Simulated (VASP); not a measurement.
A run of VASP 6.6.1:

The input INCAR:

```
SYSTEM = Co
PREC = Accurate
ENCUT = 520
EDIFF = 1E-6
ISMEAR = -1
SIGMA = 0.05
LREAL = .FALSE.
LASPH = .TRUE.
NELM = 150
ALGO = Fast
ISIF = 2
LWAVE = .FALSE.
LCHARG = .FALSE.
ISPIN = 2
MAGMOM = 2 2
LORBIT = 11
LMAXMIX = 4
GGA = PS
IVDW = 12
NBANDS = 20
```

File KPOINTS:

```
regular mesh
0
G
  12 12 7
  0 0 0
```

File POSCAR:

```
Co
1.0
    2.4354959879      0.0000000000      0.0000000000
   -1.2177479940      2.1092013963      0.0000000000
    0.0000000000      0.0000000000      3.9313187396
Co
2
Direct
    0.6666666667      0.3333333333      0.7500000000
    0.3333333333      0.6666666667      0.2500000000
```

Potentials or basis: VASP PAW PBE potentials, release 64 (Co).

Launch:

```bash
$ cat potpaw_PBE.64/Co/POTCAR > POTCAR
$ mpirun -np 1 vasp_std > vasp.out
```

Hardware: 1 thread of Intel Xeon 8259CL (shared host).

Task: Estimate the wall time of this run.

Result: Wall time 110 s on 1 thread of Intel Xeon 8259CL, on a shared host, peak memory 0.18 GiB. Counts: scf iterations 15, k points 76.
